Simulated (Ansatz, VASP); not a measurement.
Zn in VASP and in Ansatz

```xyz
2
Lattice="2.6187 0.0000 0.0000 -1.3094 2.2679 0.0000 0.0000 0.0000 4.8389" Properties=species:S:1:pos:R:3 pbc="T T T"
Zn    0.0000    1.5119    1.2097
Zn    1.3094    0.7560    3.6292
```

Alike in both runs: task single point; functional r2SCAN; k mesh 5 × 5 × 3; occupations fermi-dirac, width 0.1 eV; no spin polarisation.

```csv
,VASP,Ansatz
version,VASP 6.6.1,Ansatz 0.2.0
potentials or method,"VASP PAW PBE potentials, release 64 (Zn), cutoff 520 eV","plane waves (500 eV) with PAW, scalar-relativistic"
valence electrons in the cell,24,24
```

Ansatz gave:

- pressure (GPa): 0.8
- traceless stress, the component that is largest in VASP (GPa): -6.79

**Question.** What did VASP give for the same quantities?

**Answer.** Pressure (GPa): 1.3; traceless stress, the component that is largest in VASP (GPa): -6.87.

VASP's potentials were made for PBE, not for r2SCAN.

The k mesh is coarse, so the values compare programs but aren't converged.
